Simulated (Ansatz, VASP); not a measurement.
## Two plane-wave programs on Sc

```
Sc
1.0
     5.34031    0.00000    0.00000
     0.00000    5.34031    0.00000
     0.00000    0.00000    3.69219
Sc
4
Direct
  0.50000 0.50000 0.00001
  0.00000 0.00000 0.00001
  0.50000 0.00000 0.55735
  0.00000 0.50000 0.44262
```

Alike in both runs: task single point; functional PBE; k mesh 8 × 8 × 10; occupations gaussian, width 0.1 eV; no spin polarisation.

|  | VASP | Ansatz |
| --- | --- | --- |
| version | VASP 6.6.1 | Ansatz 0.2.0 |
| potentials or method | VASP PAW PBE potentials, release 64 (Sc_sv), cutoff 520 eV | scalar-relativistic, plane waves, PAW |
| valence electrons in the cell | 44 | 44 |

```tsv
	VASP	Ansatz	Ansatz less VASP
gap on the k mesh at the Fermi level (eV)	none	none	-
pressure (GPa)	-2.9	-2.9	-0.01
traceless stress, the component that is largest in VASP (GPa)	-0.90	-0.90	+0.002
rms of the force components (eV/Å)	0.247	0.246	-0.0003
```

Atom by atom the forces differ by 0.000 eV/Å (rms over components). A gap of «none» marks a metal or a gap that the smearing closes.
